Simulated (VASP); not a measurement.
Li:

```
Li
1.0
    -1.75465    1.75465    1.75465
     1.75465   -1.75465    1.75465
     1.75465    1.75465   -1.75465
Li
1
Cartesian
  0.0000 0.0000 0.0000
```

```yaml
Program: VASP 6.6.1
Task: relaxation of cell and atoms
Functional: LDA
Potentials_or_basis: VASP PAW LDA potentials, release 64 (Li_sv)
Cutoff: 750 eV
k_mesh: 8 × 8 × 8
Occupations: fermi-dirac, width 0.02 eV
Spin: no spin polarisation
```

At the start: pressure -1.6 GPa; volume 21.61 Å³/atom.

How do energy, volume and symmetry change on relaxing?

Over 4 steps the energy falls by 14.4 meV/atom and the volume is 18.97 Å³/atom (-12.2 %); space group Im-3m (No. 229, to 0.05 Å).

Step by step:
```
step  energy change (eV)  largest force (eV/Å)  pressure (GPa)  volume (Å³)
   1              0.0000                0.0000           -1.63        21.61
   2             -0.0062                0.0000           -1.29        20.93
   3             -0.0136                0.0000           -0.45        19.60
   4             -0.0144                0.0000            0.04        18.97
```

Final structure:
```
Li
1.0
    -1.68008    1.68008    1.68008
     1.68008   -1.68008    1.68008
     1.68008    1.68008   -1.68008
Li
1
Cartesian
  0.0000 0.0000 0.0000
```

Caveat: the volume moved by -12 % from the deposited cell, more than functionals usually miss.
